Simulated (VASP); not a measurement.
A run of VASP 6.6.1 is set up as follows.

The input INCAR:

```
SYSTEM = Sn4O7
PREC = Accurate
ENCUT = 520
EDIFF = 1E-6
ISMEAR = 0
SIGMA = 0.05
LREAL = .FALSE.
LASPH = .TRUE.
NELM = 60
ALGO = Fast
ISIF = 2
LWAVE = .FALSE.
LCHARG = .FALSE.
GGA = PE
IVDW = 12
NBANDS = 60
NELECT = 96.0
```

File KPOINTS:

```
Automatic mesh
0
G
  6 6 6
  0 0 0
```

The input POSCAR:

```
Sn4O7
1.0
    3.2375465924      1.8691983966      4.2928880043
   -3.2375465924      1.8691983966      4.2928880043
    0.0000000000     -3.7383967932      4.2928880043
Sn O
4 7
Direct
    0.8647861010      0.8647861010      0.8647861010
    0.3647882246      0.3647882246      0.8647861258
    0.3647882246      0.8647861258      0.3647882246
    0.8647861258      0.3647882246      0.3647882246
    0.6211712003      0.1211725069      0.6211712003
    0.6211712003      0.6211712003      0.1211725069
    0.6084038764      0.6084038764      0.6084038764
    0.1211729409      0.1211729409      0.1211729409
    0.1771576051      0.1437453497      0.6771604187
    0.1084008301      0.6084039388      0.1084008301
    0.6084039388      0.1084008301      0.1084008301
```

Potentials or basis: VASP PAW PBE potentials, release 64 (Sn_d, O).

Run with:

```console
$ cat potpaw_PBE.64/Sn_d/POTCAR potpaw_PBE.64/O/POTCAR > POTCAR
$ mpirun -np 1 vasp_std > vasp.out
```

Question: Estimate the dispersion energy per atom.

Answer: -0.201 eV.

Question: What does it give for the largest force?

Answer: 3.882 eV/Å.

Forces on the atoms (eV/Å):
```
Sn  -1.962 -1.061  1.830
Sn   1.938 -1.119  1.089
Sn  -0.062  2.230  1.830
Sn  -0.001  0.000 -0.526
O    1.390  0.792  0.459
O    0.144 -0.083 -0.074
O   -0.873 -0.654 -0.477
O    0.009 -1.600  0.459
O   -0.697  0.402 -3.798
O    0.130  1.083 -0.477
O   -0.016  0.010 -0.316
```

Caveat: the cell carries a net charge on a neutralising background, which shifts energy and pressure; the cell differs from its parent crystal (atoms taken out, atom 9 moved -0.167 of the way to it and +0.600 Å across, host rigid).
